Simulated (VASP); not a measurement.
LiSi16 (a cell with a defect), 17 atoms in the cell. The cell holds a defect, 17 atoms: a = 7.736 Å, b = 7.736 Å, c = 7.736 Å, α = 60.00°, β = 60.00°, γ = 60.00°. 

```yaml
Program: VASP 6.6.1
Task: single point
Functional: PBE
Potentials_or_basis: VASP PAW PBE potentials, release 64 (Si, Li_sv)
Cutoff: 520 eV
k_mesh: 2 × 2 × 2
Occupations: gaussian, width 0.02 eV
Spin: no spin polarisation
Dipole_correction: no
Charge: 1
Further_INCAR_settings: LREAL = Auto; ALGO = Normal; EDIFF = 1e-07; NBANDS = 48; NELECT = 66.0
```

Potentials or basis: VASP PAW PBE potentials, release 64 (Si, Li_sv).

The run is started by

```console
$ cat potpaw_PBE.64/Si/POTCAR potpaw_PBE.64/Li_sv/POTCAR > POTCAR
$ mpirun -np 1 vasp_std > vasp.out
```

Hardware: 1 thread of AMD EPYC 7R43 64-Core Processor (Zen 3) (shared host).

Q: Estimate the wall time of this run.

A: It took 6.6 min on 1 thread of AMD EPYC 7R43 64-Core Processor (Zen 3), on a shared host, peak memory 0.43 GiB. Counts: scf iterations 17, k points 8.
